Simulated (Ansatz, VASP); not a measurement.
## PbS: VASP beside Ansatz

```
Pb S
1.0
     0.00000    2.91474    2.91474
     2.91474    0.00000    2.91474
     2.91474    2.91474    0.00000
Pb S
1 1
Direct
  0.00000 0.00000 0.00000
  0.50000 0.50000 0.50000
```

Change from the starting cell: volume scaled by 0.95.

Alike in both runs: task single point; functional LDA; k mesh 8 × 8 × 8; occupations fermi-dirac, width 0.01 eV; no spin polarisation.

|  | VASP | Ansatz |
| --- | --- | --- |
| version | VASP 6.6.1 | Ansatz 0.2.0 |
| potentials or method | VASP PAW LDA potentials, release 64 (Pb_d, S), cutoff 520 eV | all-electron LAPW, scalar-relativistic |

```tsv
	VASP	Ansatz	Ansatz less VASP
pressure (GPa)	0.5	0.5	0.00
```

LDA's correlation is that of Perdew and Zunger in VASP and of Perdew and Wang (1992) in Ansatz. Ansatz ran all-electron here, and VASP with PAW potentials.

Neither program's run includes spin-orbit coupling.
